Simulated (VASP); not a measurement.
Au: single point with r2SCAN

The system is Au.

```
Au
1.0
    -1.63769    1.63769    1.63769
     1.63769   -1.63769    1.63769
     3.27538    3.27538    0.00000
Au
2
Cartesian
  0.0000 0.0000 0.3000
  1.6377 1.6377 1.3377
```

This cell differs from its parent crystal: atoms displaced along a vibrational mode.

```json
{
 "Program": "VASP 6.6.1",
 "Task": "single point",
 "Functional": "r2SCAN",
 "Potentials or basis": "VASP PAW PBE potentials, release 64 (Au)",
 "Cutoff": "520 eV",
 "k mesh": "22 × 22 × 14",
 "Occupations": "gaussian, width 0.15 eV",
 "Spin": "no spin polarisation",
 "Dipole correction": "no",
 "Further INCAR settings": "ALGO = Normal; EDIFF = 1e-07; NBANDS = 18"
}
```

| Property | Result |
| --- | --- |
| Pressure | 11.4 GPa |
| Largest force | 1.525 eV/Å |
| Band gap on the k mesh | zero (bands 11 and 12 overlap by 6.24 eV) |

Forces in eV/Å, atoms in the order of the input:
```
Au   0.000  0.000 -1.525
Au   0.000  0.000  1.525
```

Stress tensor (GPa, compression positive):
```
15.05 15.52  0.00
15.52 15.05  0.00
 0.00  0.00  4.22
```

Levels at points of the mesh, in eV from the Fermi level:
```
           k point  band 9  band 10  band 11  band 12  band 13  band 14
(0.00, 0.00, 0.00)   -3.26    -2.63    -2.60    -0.23     3.96    14.41
(0.50, 0.00, 0.00)   -2.68    -2.53    -0.09     0.99     5.78     7.24
(0.50, 0.50, 0.00)   -1.65    -1.59    -0.32     3.39     6.63     6.77
(0.00, 0.00, 0.50)   -2.93    -2.93    -2.37    -2.37    12.46    12.46
(0.50, 0.00, 0.50)   -1.93    -1.93     0.33     0.33     3.19     3.19
(0.50, 0.50, 0.50)   -1.74    -1.74     3.68     3.68     3.91     3.91
```

Run time: 64 min on 1 thread of Oxide Virtual Turin-like Processor, on a shared host, peak memory 0.59 GiB.

Caveat: the cell differs from its parent crystal (atoms displaced along a vibrational mode); the stress differs along the axes, from 4 to 15 GPa; the PAW data sets were made with another functional, which shifts forces and pressure a little; spin-orbit coupling is left out, which moves the levels of the heavy elements.
